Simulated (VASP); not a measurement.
# Al3GaN4 (Cmm2) in VASP: single point with PBEsol

Aim: the single point of Al3GaN4 with PBEsol.

All numbers are computed with VASP 6.6.1; they aren't measurements. Logs are shortened: lines on timing, memory, paths and dates and some standing lists are left out, and cuts for length are marked.

**1. The cell of the first run**

It takes space group Cmm2 (No. 35, orthorhombic). The conventional cell has a = 6.232 Å, b = 6.232 Å, c = 9.064 Å, α = 90.00°, β = 90.00°, γ = 90.00°. Al (site symmetry 2) has 4 N at 1.90 to 2.05 Å within 2.5 Å. Al (site symmetry 2) has 4 N at 1.90 Å within 2.5 Å. Al (site symmetry mm2) has 4 N at 1.90 Å within 2.5 Å. Within 2.5 Å of Al (site symmetry mm2) lie 4 N at 1.90 Å. Within 2.6 Å of Ga (site symmetry mm2) lie 4 N at 1.95 Å. Within 2.6 Å of Ga (site symmetry mm2) lie 4 N at 1.95 Å. N (site symmetry m) has 3 Al at 1.90 Å and 1 Ga at 1.95 Å within 2.5 Å. N (site symmetry m) has 3 Al at 1.90 Å and 1 Ga at 1.95 Å within 2.5 Å.

**2. Single point, PBEsol**

The input, INCAR:

```
SYSTEM = Al3GaN4
PREC = Accurate
ENCUT = 520
EDIFF = 1E-7
ISMEAR = 0
SIGMA = 0.05
LREAL = Auto
LASPH = .TRUE.
NELM = 60
ALGO = Normal
ISIF = 2
LWAVE = .FALSE.
LCHARG = .FALSE.
GGA = PS
NBANDS = 56
```

The input, KPOINTS:

```
regular mesh
0
G
  5 5 3
  0 0 0
```

The input, POSCAR:

```
Al3GaN4
1.0
    0.0000000000     -4.4069948432      0.0000000000
    0.0000000000      0.0000000000     -4.4069948432
    9.0639896863      0.0000000000      0.0000000000
Al Ga N
6 2 8
Direct
    0.5000000000      1.0000000000      0.0595120016
    0.5000000000      1.0000000000      0.5457211651
    0.0000000000      0.5000000000      0.0595120016
    0.0000000000      0.5000000000      0.5457211651
    0.5000000000      0.5000000000      0.3026165833
    0.5000000000      0.5000000000      0.7888257468
    0.0000000000      1.0000000000      0.3026165833
    0.0000000000      1.0000000000      0.7888257468
    0.2552922824      0.7447077176      0.1784911363
    0.2552922824      0.7447077176      0.6647002998
    0.7447077176      0.2552922824      0.1784911363
    0.7447077176      0.2552922824      0.6647002998
    0.2552922824      0.2552922824      0.9129511939
    0.2552922824      0.2552922824      0.4267420304
    0.7447077176      0.7447077176      0.9129511939
    0.7447077176      0.7447077176      0.4267420304
```

Potentials or basis: VASP PAW PBE potentials, release 64 (Al, Ga_d, N).

Command:

```console
$ cat potpaw_PBE.64/Al/POTCAR potpaw_PBE.64/Ga_d/POTCAR potpaw_PBE.64/N/POTCAR > POTCAR
$ mpirun -np 1 vasp_std > vasp.out
```

OUTCAR:

```text
SYSTEM = Al3GaN4
   PREC = Accurate
   ENCUT = 520
   EDIFF = 1E-7
   ISMEAR = 0
   LREAL = Auto
   LASPH = .TRUE.
   NELM = 60
   ISIF = 2
   GGA = PS

 ion  position               nearest neighbor table
   1  0.500  0.000  0.060-   9 1.90  11 1.90  13 2.05  15 2.05   5 3.12   7 3.12   5 3.12   7 3.12
                             3 3.12   3 3.12   3 3.12   3 3.12   6 3.30   6 3.30
   2  0.500  0.000  0.546-  14 1.90  16 1.90  10 1.90  12 1.90   6 3.12   8 3.12   6 3.12   8 3.12
                             4 3.12   4 3.12   4 3.12   4 3.12   7 3.12   7 3.12   5 3.12   5 3.12
   3  0.000  0.500  0.060-   9 1.90  11 1.90  13 2.05  15 2.05   5 3.12   7 3.12   7 3.12   5 3.12
                             1 3.12   1 3.12   1 3.12   1 3.12   6 3.30   6 3.30
   4  0.000  0.500  0.546-  14 1.90  16 1.90  10 1.90  12 1.90   6 3.12   8 3.12   8 3.12   6 3.12
                             2 3.12   2 3.12   2 3.12   2 3.12   7 3.12   5 3.12   7 3.12   5 3.12
   5  0.500  0.500  0.303-   9 1.90  11 1.90  14 1.90  16 1.90   1 3.12   3 3.12   1 3.12   3 3.12
                             7 3.12   7 3.12   7 3.12   7 3.12   4 3.12   4 3.12   2 3.12   2 3.12
   6  0.500  0.500  0.789-  10 1.90  12 1.90  13 1.90  15 1.90   2 3.12   4 3.12   2 3.12   4 3.12
                             8 3.12   8 3.12   8 3.12   8 3.12   3 3.30   1 3.30   1 3.30   3 3.30
   7  0.000  0.000  0.303-   9 1.95  11 1.95  14 1.95  16 1.95   1 3.12   3 3.12   3 3.12   1 3.12
                             5 3.12   5 3.12   5 3.12   5 3.12   4 3.12   2 3.12   4 3.12   2 3.12
   8  0.000  0.000  0.789-  10 1.95  12 1.95  13 1.95  15 1.95   2 3.12   4 3.12   4 3.12   2 3.12
                             6 3.12   6 3.12   6 3.12   6 3.12
   9  0.255  0.745  0.178-   5 1.90   3 1.90   1 1.90   7 1.95
  10  0.255  0.745  0.665-   6 1.90   4 1.90   2 1.90   8 1.95
  11  0.745  0.255  0.178-   5 1.90   3 1.90   1 1.90   7 1.95
  12  0.745  0.255  0.665-   6 1.90   4 1.90   2 1.90   8 1.95
  13  0.255  0.255  0.913-   6 1.90   8 1.95   3 2.05   1 2.05
  14  0.255  0.255  0.427-   2 1.90   4 1.90   5 1.90   7 1.95
  15  0.745  0.745  0.913-   6 1.90   8 1.95   3 2.05   1 2.05
  16  0.745  0.745  0.427-   2 1.90   4 1.90   5 1.90   7 1.95

  LATTYP: Found a simple tetragonal cell.
 ALAT       =     4.4069948432
 C/A-ratio  =     2.0567279992

  Lattice vectors:

 A1 = (   0.0000000000,  -4.4069948432,   0.0000000000)
 A2 = (   0.0000000000,   0.0000000000,  -4.4069948432)
 A3 = (   9.0639896863,   0.0000000000,   0.0000000000)

Analysis of symmetry for initial positions (statically):
=====================================================================
 Subroutine PRICEL returns:
 Original cell was already a primitive cell.

 Routine SETGRP: Setting up the symmetry group for a
 simple tetragonal supercell.

 Subroutine GETGRP returns: Found  4 space group operations
 (whereof  4 operations were pure point group operations)
 out of a pool of 16 trial point group operations.

[... 148 lines left out ...]
   EMIN   =  10.00;   EMAX   =-10.00  energy-range for DOS
   EFERMI =   0.00;   METHOD = LEGACY
   ISMEAR =     0;   SIGMA  =   0.05  broadening in eV -4-tet -1-fermi 0-gaus
   EFERMI_NEDOS =   21; number of points for ismear=-14 and -15
   IALGO  =     38    algorithm
   IMIX   =      4    mixing-type and parameters
     AMIX     =   0.40;   BMIX     =  1.00
     AMIX_MAG =   1.60;   BMIX_MAG =  1.00
  volume/ion in A,a.u.               =      11.00        74.25
  Fermi-wavevector in a.u.,A,eV,Ry     =   1.279282  2.417493 22.266798  1.636564
  Thomas-Fermi vector in A             =   2.411777
   LORBIT       =      0    0 simple, 1 ext, 2 COOP (PROOUT), +10 PAW based schemes
   GGA     = PS    functional components
   LHFCALC =     F    Hartree Fock is set to
   AEXX    =    0.0000 exact exchange contribution
   IVDW    =     0    specifies the selected vdW correction
   LEPSILON=     F    determine dielectric tensor
   LRPA    =     F    only Hartree local field effects (RPA)
 non-spin polarized calculation
 Gauss-broadening in eV      SIGMA  =   0.05
  energy-cutoff  :      520.00
  volume of cell :      176.04
 maximum number of plane-waves:      4781
 NGX is ok and might be reduce to    36
   NGX = 17   NGY = 17   NGZ = 33

 number of electron      83.9999985 magnetization

 Free energy of the ion-electron system (eV)
  ---------------------------------------------------
  ext. energy  EPLUGINS =         0.00000000
  ---------------------------------------------------
  free energy    TOTEN  =      -119.14495499 eV

  energy without entropy =     -119.14495499  energy(sigma->0) =     -119.14495499

 E-fermi :   6.1184     XC(G=0): -11.1986

 val. band max:        5.8932510915   @ k =   0.4000   0.4000   0.3333
 cond. band min:       8.2393608345   @ k =   0.0000   0.0000   0.0000
 fundamental gap:      2.3461097430
 Fermi energy:         6.1184050184

 k-point     1 :       0.0000    0.0000    0.0000
  band No.  band energies     occupation
      1      -9.8068      2.00000
      2      -8.9920      2.00000
      3      -8.4960      2.00000
      4      -8.4326      2.00000
      5      -8.3018      2.00000
      6      -7.8840      2.00000
[... 1015 lines left out ...]
     53      13.6031      0.00000
     54      13.8639      0.00000
 [bands above 54 left out]

------------------------ aborting loop because EDIFF is reached ----------------------------------------

  FORCE on cell =-STRESS in cart. coord.  units (eV):
  Direction    XX          YY          ZZ          XY          YZ          ZX
  --------------------------------------------------------------------------------------
  -------------------------------------------------------------------------------------
  Total       -8.7650514     -2.8293312     -2.8293312      0.0000000      0.8284877      0.0000000
  in kB      -79.7738515    -25.7507504    -25.7507504      0.0000000      7.5403609      0.0000000
  external PRESSURE =     -43.7584508 kB  Pullay stress =       0.0000000 kB

 VOLUME and BASIS-vectors are now :
 -----------------------------------------------------------------------------
  energy-cutoff  :      520.00
  volume of cell :      176.04
      direct lattice vectors                 reciprocal lattice vectors
     0.000000000 -4.406994843  0.000000000     0.000000000 -0.226911997  0.000000000
     0.000000000  0.000000000 -4.406994843     0.000000000  0.000000000 -0.226911997
     9.063989686  0.000000000  0.000000000     0.110326692  0.000000000  0.000000000

 POSITION                                       TOTAL-FORCE (eV/Angst)
 -----------------------------------------------------------------------------------
      0.53942     -2.20350      0.00000        -2.765510     -0.000000     -0.000000
      4.94641     -2.20350      0.00000         0.350103     -0.000000     -0.000000
      0.53942      0.00000     -2.20350        -2.765510     -0.000000     -0.000000
      4.94641      0.00000     -2.20350         0.350103     -0.000000     -0.000000
      2.74291     -2.20350     -2.20350         0.362025     -0.000000     -0.000000
      7.14991     -2.20350     -2.20350         0.793901     -0.000000     -0.000000
[... 8 lines left out ...]
      8.27498     -3.28192     -3.28192         2.248764     -0.029320     -0.029320
      3.86799     -3.28192     -3.28192        -0.359834     -0.013408     -0.013408
 -----------------------------------------------------------------------------------
    total drift:                                0.025924     -0.000000     -0.000000

  FREE ENERGIE OF THE ION-ELECTRON SYSTEM (eV)
  ---------------------------------------------------
  free  energy   TOTEN  =      -119.1449549906 eV

  energy  without entropy=     -119.1449549906  energy(sigma->0) =     -119.14495499
```

It took 8.5 min on 1 thread of Intel Xeon Platinum 8259CL at 2.50GHz (Skylake/Cascade Lake), shared host; peak memory 0.34 GiB.

What came out:

```
Free energy            : -119.1450 eV
Pressure               : -4.4 GPa
Largest force          : 2.766 eV/Å
Band gap on the k mesh : 2.35 eV
```

Forces on the atoms (eV/Å):
```
Al  -2.766  0.000  0.000
Al   0.350  0.000  0.000
Al  -2.766  0.000  0.000
Al   0.350  0.000  0.000
Al   0.362  0.000  0.000
Al   0.794  0.000  0.000
Ga   0.388  0.000  0.000
Ga   0.782  0.000  0.000
N   -0.289 -0.024  0.024
N   -0.348 -0.001  0.001
N   -0.289  0.024 -0.024
N   -0.348  0.001 -0.001
N    2.249  0.029  0.029
N   -0.360  0.013  0.013
N    2.249 -0.029 -0.029
N   -0.360 -0.013 -0.013
```

Stress tensor (GPa, compression positive):
```
-7.98  0.00  0.00
 0.00 -2.58  0.75
 0.00  0.75 -2.58
```

Levels at points of the mesh, in eV from the valence-band top:
```
           k point  band 38  band 39  band 40  band 41  band 42  band 43  band 44  band 45  band 46  band 47
(0.00, 0.00, 0.00)    -1.29    -1.27    -0.57    -0.37    -0.10     2.35     2.41     2.95     2.99     4.71
```

Caveat: the PAW data sets were made with another functional, which shifts forces and pressure a little.
